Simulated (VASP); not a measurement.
# Bi (P4_2/mnm) in VASP: single point with PBE

Aim: the single point of Bi with PBE.

All numbers are computed with VASP 6.6.1; they aren't measurements. Logs are shortened: lines on timing, memory, paths and dates and some standing lists are left out, and cuts for length are marked.

## 1. The cell of the first run

Symmetry: P4_2/mnm, No. 136, tetragonal system. The conventional cell has a = 6.869 Å, b = 6.869 Å, c = 8.991 Å, α = 90.00°, β = 90.00°, γ = 90.00°. Within 2.5 Å of Bi (site symmetry m2m) lie 1 Bi at 1.86 Å.

## 2. Single point, PBE (N replaced by Bi, lengths x 1.651, strained)

Contents of INCAR:

```
PREC = Accurate ; ENCUT = 520
EDIFF = 1E-6 ; ISMEAR = 0
SIGMA = 0.02 ; LREAL = False
LASPH = True ; NELM = 60
ALGO = Normal ; ISIF = 2
LWAVE = False ; LCHARG = False
GGA = PE ; NBANDS = 38
```

Contents of KPOINTS:

```
Automatic mesh
0
Gamma
  4 4 4
```

Contents of POSCAR:

```
Bi
1.0
    6.8689941813      0.0000000000      0.0000000000
    0.0000000000      6.8689941813      0.0000000000
    0.0000000000      0.0000000000      8.9913050482
Bi
4
Direct
    0.9042752000      0.9042752000      0.0000000000
    0.5957248000      0.4042752000      0.5000000000
    0.0957248000      0.0957248000      0.0000000000
    0.4042752000      0.5957248000      0.5000000000
```

Potentials or basis: VASP PAW PBE potentials, release 64 (Bi_d).

The run is started by

```sh
> cat potpaw_PBE.64/Bi_d/POTCAR > POTCAR
> mpirun -np 1 vasp_std > vasp.out
```

OUTCAR:

```text
PREC = Accurate
   ENCUT = 520
   EDIFF = 1E-6
   ISMEAR = 0
   LREAL = False
   LASPH = True
   NELM = 60
   ISIF = 2
   GGA = PE

 ion  position               nearest neighbor table
   1  0.904  0.904  0.000-   3 1.86
   2  0.596  0.404  0.500-   4 1.86
   3  0.096  0.096  0.000-   1 1.86
   4  0.404  0.596  0.500-   2 1.86

 -----------------------------------------------------------------------------
|                                                                             |
|           W    W    AA    RRRRR   N    N  II  N    N   GGGG   !!!           |
|           W    W   A  A   R    R  NN   N  II  NN   N  G    G  !!!           |
|           W    W  A    A  R    R  N N  N  II  N N  N  G       !!!           |
|           W WW W  AAAAAA  RRRRR   N  N N  II  N  N N  G  GGG   !            |
|           WW  WW  A    A  R   R   N   NN  II  N   NN  G    G                |
|           W    W  A    A  R    R  N    N  II  N    N   GGGG   !!!           |
|                                                                             |
|     The distance between some ions is very small. Please check the          |
|     nearest-neighbor list in the OUTCAR file.                               |
|     I HOPE YOU KNOW WHAT YOU ARE DOING!                                     |
|                                                                             |
 -----------------------------------------------------------------------------

  LATTYP: Found a simple tetragonal cell.
 ALAT       =     6.8689941813
 C/A-ratio  =     1.3089696702

  Lattice vectors:

 A1 = (   6.8689941813,   0.0000000000,   0.0000000000)
 A2 = (   0.0000000000,   6.8689941813,   0.0000000000)
 A3 = (   0.0000000000,   0.0000000000,   8.9913050482)

Analysis of symmetry for initial positions (statically):
=====================================================================
 Subroutine PRICEL returns:
 Original cell was already a primitive cell.

 Routine SETGRP: Setting up the symmetry group for a
 simple tetragonal supercell.

 Subroutine GETGRP returns: Found 16 space group operations
 (whereof  8 operations were pure point group operations)
 out of a pool of 16 trial point group operations.

The static configuration has the point symmetry D_2h.
 The point group associated with its full space group is D_4h.

Analysis of symmetry for dynamics (positions and initial velocities):
=====================================================================
 Subroutine PRICEL returns:
 Original cell was already a primitive cell.

 Routine SETGRP: Setting up the symmetry group for a
 simple tetragonal supercell.

 Subroutine GETGRP returns: Found 16 space group operations
 (whereof  8 operations were pure point group operations)
 out of a pool of 16 trial point group operations.

The dynamic configuration has the point symmetry D_2h.
 The point group associated with its full space group is D_4h.

 Subroutine INISYM returns: Found 16 space group operations
 (whereof  8 operations are pure point group operations),
 and found     1 'primitive' translations

----------------------------------------------------------------------------------------

                                     Primitive cell

  volume of cell :     424.2375

  direct lattice vectors                    reciprocal lattice vectors
     6.868994181  0.000000000  0.000000000     0.145581722  0.000000000  0.000000000
     0.000000000  6.868994181  0.000000000     0.000000000  0.145581722  0.000000000
     0.000000000  0.000000000  8.991305048     0.000000000  0.000000000  0.111218560

  length of vectors
     6.868994181  6.868994181  8.991305048     0.145581722  0.145581722  0.111218560

  position of ions in fractional coordinates (direct lattice)
     0.904275200  0.904275200  0.000000000
     0.595724800  0.404275200  0.500000000
     0.095724800  0.095724800  0.000000000
     0.404275200  0.595724800  0.500000000

  ion indices of the primitive-cell ions
   primitive index   ion index
                 1           1
                 2           2
                 3           3
                 4           4

----------------------------------------------------------------------------------------

 KPOINTS: Automatic mesh

Automatic generation of k-mesh.
 Grid dimensions read from file:
 generate k-points for:    4    4    4

 Generating k-lattice:

  Cartesian coordinates                     Fractional coordinates (reciprocal lattice)
     0.036395430  0.000000000  0.000000000     0.250000000  0.000000000  0.000000000
     0.000000000  0.036395430  0.000000000     0.000000000  0.250000000  0.000000000
     0.000000000  0.000000000  0.027804640     0.000000000  0.000000000  0.250000000

  Length of vectors
     0.036395430  0.036395430  0.027804640

  Shift w.r.t. Gamma in fractional coordinates (k-lattice)
     0.000000000  0.000000000  0.000000000

 Subroutine IBZKPT returns following result:
 ===========================================

 Found     18 irreducible k-points:

 Following reciprocal coordinates:
            Coordinates               Weight
  0.000000  0.000000  0.000000      1.000000
  0.250000  0.000000  0.000000      4.000000
  0.500000  0.000000  0.000000      2.000000
  0.250000  0.250000  0.000000      4.000000
  0.500000  0.250000  0.000000      4.000000
  0.500000  0.500000  0.000000      1.000000
[... 10 lines left out ...]
  0.500000  0.250000  0.500000      4.000000
  0.500000  0.500000  0.500000      1.000000
   k-points           NKPTS =     18   k-points in BZ     NKDIM =     18   number of bands    NBANDS=     38
   number of dos      NEDOS =    301   number of ions     NIONS =      4
   total plane-waves  NPLWV = 204120
   dimension x,y,z NGX =    54 NGY =   54 NGZ =   70
   dimension x,y,z NGXF=   108 NGYF=  108 NGZF=  140
   ions per type =               4
   NGX,Y,Z   is equivalent  to a cutoff of  13.07, 13.07, 12.94 a.u.
   NGXF,Y,Z  is equivalent  to a cutoff of  26.14, 26.14, 25.89 a.u.
 SYSTEM =  unknown system
   PREC   = accura    normal or accurate (medium, high low for compatibility)
   ISTART =      0    job   : 0-new  1-cont  2-samecut
   ICHARG =      2    charge: 1-file 2-atom 10-const
   ISPIN  =      1    spin polarized calculation?
   LNONCOLLINEAR =      F non collinear calculations
   LSORBIT =      F    spin-orbit coupling
   LASPH  =      T    aspherical Exc in radial PAW
   ENCUT  =  520.0 eV  38.22 Ry    6.18 a.u.  12.77 12.77 16.72*2*pi/ulx,y,z
   NELM   =     60;   NELMIN=  2; NELMDL= -5     # of ELM steps
   EDIFF  = 0.1E-05   stopping-criterion for ELM
   LREAL  =      F    real-space projection
   EDIFFG = 0.1E-04   stopping-criterion for IOM
   NSW    =      0    number of steps for IOM
   IBRION =     -1    ionic relax: 0-MD 1-quasi-New 2-CG
   NFREE  =      0    steps in history (QN), initial steepest desc. (CG)
   ISIF   =      2    stress and relaxation
   ISYM   =      2    0-nonsym 1-usesym 2-fastsym
   POTIM  = 0.5000    time-step for ionic-motion
   TEBEG  =    0.0;   TEEND  =   0.0 temperature during run
   PSTRESS=    0.0 pullay stress
   NELECT =      60.0000    total number of electrons
   NUPDOWN=      -1.0000    fix difference up-down
   EMIN   =  10.00;   EMAX   =-10.00  energy-range for DOS
   EFERMI =   0.00;   METHOD = LEGACY
   ISMEAR =     0;   SIGMA  =   0.02  broadening in eV -4-tet -1-fermi 0-gaus
   EFERMI_NEDOS =   21; number of points for ismear=-14 and -15
   IALGO  =     38    algorithm
   IMIX   =      4    mixing-type and parameters
     AMIX     =   0.40;   BMIX     =  1.00
     AMIX_MAG =   1.60;   BMIX_MAG =  1.00
  volume/ion in A,a.u.               =     106.06       715.72
  Fermi-wavevector in a.u.,A,eV,Ry     =   0.852947  1.611837  9.898500  0.727519
  Thomas-Fermi vector in A             =   1.969314
   LORBIT       =      0    0 simple, 1 ext, 2 COOP (PROOUT), +10 PAW based schemes
   GGA     = PE    functional components
   LHFCALC =     F    Hartree Fock is set to
   AEXX    =    0.0000 exact exchange contribution
   IVDW    =     0    specifies the selected vdW correction
   LEPSILON=     F    determine dielectric tensor
   LRPA    =     F    only Hartree local field effects (RPA)
 non-spin polarized calculation
 Gauss-broadening in eV      SIGMA  =   0.02
  energy-cutoff  :      520.00
  volume of cell :      424.24
 maximum number of plane-waves:     11492
 NGX is ok and might be reduce to    54
   NGX = 25   NGY = 25   NGZ = 33

 number of electron      59.9999989 magnetization

 Free energy of the ion-electron system (eV)
  ---------------------------------------------------
  ext. energy  EPLUGINS =         0.00000000
  ---------------------------------------------------
  free energy    TOTEN  =        16.12260118 eV

  energy without entropy =       16.12260118  energy(sigma->0) =       16.12260118

 E-fermi :  -1.1401     XC(G=0):  -4.6666

 val. band max:       -1.3116925503   @ k =   0.5000   0.5000   0.5000
 cond. band min:       0.6891006976   @ k =   0.0000   0.0000   0.0000
 fundamental gap:      2.0007932479
 Fermi energy:        -1.1400849798

 k-point     1 :       0.0000    0.0000    0.0000
  band No.  band energies     occupation
      1     -29.2750      2.00000
      2     -29.2750      2.00000
      3     -26.8914      2.00000
      4     -26.8914      2.00000
      5     -26.8913      2.00000
      6     -26.8913      2.00000
[... 30 lines left out ...]
     37       4.2895      0.00000
     38       4.8866      0.00000

 k-point     2 :       0.2500    0.0000    0.0000
  band No.  band energies     occupation
      1     -29.2750      2.00000
      2     -29.2750      2.00000
      3     -26.8915      2.00000
      4     -26.8914      2.00000
      5     -26.8913      2.00000
      6     -26.8913      2.00000
[... 30 lines left out ...]
     37       4.0599      0.00000
     38       4.1302      0.00000
[... 613 lines left out ...]
     37       4.0102      0.00000
     38       4.0102      0.00000

 k-point    18 :       0.5000    0.5000    0.5000
  band No.  band energies     occupation
      1     -29.2750      2.00000
      2     -29.2750      2.00000
      3     -26.8914      2.00000
      4     -26.8914      2.00000
      5     -26.8914      2.00000
      6     -26.8914      2.00000
[... 30 lines left out ...]
     37       3.5452      0.00000
     38       3.5452      0.00000

------------------------ aborting loop because EDIFF is reached ----------------------------------------

  FORCE on cell =-STRESS in cart. coord.  units (eV):
  Direction    XX          YY          ZZ          XY          YZ          ZX
  --------------------------------------------------------------------------------------
  -------------------------------------------------------------------------------------
  Total      104.5542588    104.5542588     -0.2518162      0.0000000      0.0000000      0.0000000
  in kB      394.8601270    394.8601270     -0.9510103      0.0000000      0.0000000      0.0000000
  external PRESSURE =     262.9230812 kB  Pullay stress =       0.0000000 kB

 VOLUME and BASIS-vectors are now :
 -----------------------------------------------------------------------------
  energy-cutoff  :      520.00
  volume of cell :      424.24
      direct lattice vectors                 reciprocal lattice vectors
     6.868994181  0.000000000  0.000000000     0.145581722  0.000000000  0.000000000
     0.000000000  6.868994181  0.000000000     0.000000000  0.145581722  0.000000000
     0.000000000  0.000000000  8.991305048     0.000000000  0.000000000  0.111218560

 POSITION                                       TOTAL-FORCE (eV/Angst)
 -----------------------------------------------------------------------------------
      6.21146      6.21146      0.00000       -39.851759    -39.851759     -0.000000
      4.09203      2.77696      4.49565        39.851759    -39.851759     -0.000000
      0.65753      0.65753      0.00000        39.851759     39.851759      0.000000
      2.77696      4.09203      4.49565       -39.851759     39.851759      0.000000
 -----------------------------------------------------------------------------------
    total drift:                                0.000000      0.000000     -0.000000

  FREE ENERGIE OF THE ION-ELECTRON SYSTEM (eV)
  ---------------------------------------------------
  free  energy   TOTEN  =        16.1226011756 eV

  energy  without entropy=       16.1226011756  energy(sigma->0) =       16.12260118
```

Run time: 6 min. Hardware: 1 thread of Intel Xeon Platinum 8259CL at 2.50GHz (Skylake/Cascade Lake), shared host; peak memory 0.56 GiB.

Results:

```
Free energy            : 16.1226 eV
Pressure               : 26.3 GPa
Largest force          : 56.359 eV/Å
Band gap on the k mesh : 2.00 eV, indirect (least direct gap 2.13 eV)
```

Forces in eV/Å, atoms in the order of the input:
```
Bi  -39.852 -39.852   0.000
Bi   39.852 -39.852   0.000
Bi   39.852  39.852   0.000
Bi  -39.852  39.852   0.000
```

Levels at points of the mesh, in eV from the valence-band top:
| k point | band 27 | band 28 | band 29 | band 30 | band 31 | band 32 | band 33 | band 34 |
| --- | --- | --- | --- | --- | --- | --- | --- | --- |
| (0.00, 0.00, 0.00) | -2.01 | -1.96 | -0.32 | -0.13 | 2.00 | 2.46 | 2.69 | 2.69 |
| (0.50, 0.00, 0.00) | -2.10 | -2.10 | -0.09 | -0.09 | 2.57 | 2.57 | 2.59 | 2.59 |
| (0.50, 0.50, 0.00) | -2.08 | -2.08 | -0.02 | -0.02 | 2.43 | 2.43 | 3.08 | 3.08 |
| (0.00, 0.00, 0.50) | -2.01 | -2.01 | -0.20 | -0.20 | 2.21 | 2.21 | 2.70 | 2.70 |
| (0.50, 0.00, 0.50) | -2.01 | -2.01 | -0.10 | -0.10 | 2.35 | 2.35 | 2.77 | 2.77 |
| (0.50, 0.50, 0.50) | -2.08 | -2.08 | 0.00 | 0.00 | 2.49 | 2.49 | 3.08 | 3.08 |

Caveat: the cell differs from its parent crystal (N replaced by Bi, lengths x 1.651, strained); spin-orbit coupling is left out, which moves the levels of the heavy elements; forces of over 1 eV/Å act on the atoms, so gaps and moduli don't describe the material at rest. A k mesh can miss the band edges.
